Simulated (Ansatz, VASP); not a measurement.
## NaZr2: VASP beside Ansatz

File INCAR:

```
PREC = Accurate
ENCUT = 520
EDIFF = 1E-6
ISMEAR = -1
SIGMA = 0.05
LREAL = False
LASPH = True
NELM = 60
ALGO = Normal
ISIF = 2
LWAVE = False
LCHARG = False
GGA = PE
NBANDS = 40
```

KPOINTS

```
regular mesh
0
Gamma
  7 7 7
```

POSCAR

```
NaZr2
1.0
    0.0000000000      4.2947616489      4.2947616489
    4.2947616489      0.0000000000      4.2947616489
    4.2947616489      4.2947616489      0.0000000000
Na Zr
2 4
Direct
    0.1250000000      0.1250000000      0.1250000000
   -0.1250000000     -0.1250000000     -0.1250000000
    0.5000000000      0.5000000000      0.5000000000
    0.5000000000      0.5000000000      0.0000000000
    0.5000000000      0.0000000000      0.5000000000
    0.0000000000      0.5000000000      0.5000000000
```

Input for Ansatz:

```yaml
crystal:
  lattice:
    - [0.0, 4.2947616489, 4.2947616489]
    - [4.2947616489, 0.0, 4.2947616489]
    - [4.2947616489, 4.2947616489, 0.0]
  atoms:
    - { symbol: Na, position: [0.125, 0.125, 0.125] }
    - { symbol: Na, position: [-0.125, -0.125, -0.125] }
    - { symbol: Zr, position: [0.5, 0.5, 0.5] }
    - { symbol: Zr, position: [0.5, 0.5, 0.0] }
    - { symbol: Zr, position: [0.5, 0.0, 0.5] }
    - { symbol: Zr, position: [0.0, 0.5, 0.5] }
kpoints:
  mp_grid: { grid: [7, 7, 7] }
  band_path:
    path:
      - [0.0, 0.0, 0.0]
      - [0.5, 0.0, 0.5]
      - [0.625, 0.25, 0.625]
      - [0.375, 0.375, 0.75]
      - [0.0, 0.0, 0.0]
      - [0.5, 0.5, 0.5]
      - [0.5, 0.25, 0.75]
      - [0.5, 0.0, 0.5]
    npoints: 14
scf:
  occupations: { method: fermi_dirac, width: 0.05 }
  mixing: { preconditioner: none }
hamiltonian:
  xc: pbe
  pseudopotentials: { kind: all_electron, lapw: { basis_error: 0.001 } }
output:
  forces: true
  stress: true
  eigenvalues: true
  populations: true
accuracy: medium
```

Alike in both runs: task single point; functional PBE; k mesh 7 × 7 × 7; occupations fermi-dirac, width 0.05 eV; no spin polarisation.

```csv
,VASP,Ansatz
version,VASP 6.6.1,Ansatz 0.2.0
potentials or method,"VASP PAW PBE potentials, release 64 (Na_pv, Zr_sv), cutoff 520 eV","all-electron LAPW, scalar-relativistic"
```

```csv
,VASP,Ansatz,Ansatz less VASP
gap on the k mesh at the Fermi level (eV),none,none,-
pressure (GPa),0.0,0.0,0.00
```

A gap of «none» marks a metal or a gap that the smearing closes. Ansatz ran all-electron here, and VASP with PAW potentials.
